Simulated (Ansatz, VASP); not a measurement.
**Ag in VASP and in Ansatz**

```
Ag
1.0
    -1.65565    1.65565    1.65565
     1.65565   -1.65565    1.65565
     1.65565    1.65565   -1.65565
Ag
1
Direct
  0.00000 0.00000 0.00000
```

Alike in both runs: functional PBEsol; k mesh 11 × 11 × 11; occupations fermi-dirac, width 0.05 eV; non-collinear spin, spin-orbit coupling.

|  | VASP | Ansatz |
| --- | --- | --- |
| version | VASP 6.6.1 | Ansatz 0.2.0 |
| potentials or method | VASP PAW PBE potentials, release 64 (Ag) | Ansatz PAW |
| plane-wave cutoff (eV) | 520 | 420 |
| valence electrons in the cell | 11 | 19 |
| task | single point | band structure |

|  | VASP | Ansatz | Ansatz less VASP |
| --- | --- | --- | --- |
| pressure (GPa) | -7.5 | -7.4 | +0.06 |
| net moment per atom (μB) | 0.00 | 0.00 | 0.000 |

VASP's potentials were made for PBE, not for PBEsol. VASP's potentials hold 11 valence electrons a cell and Ansatz's 19, so a difference there can come from the potentials and not from the codes.
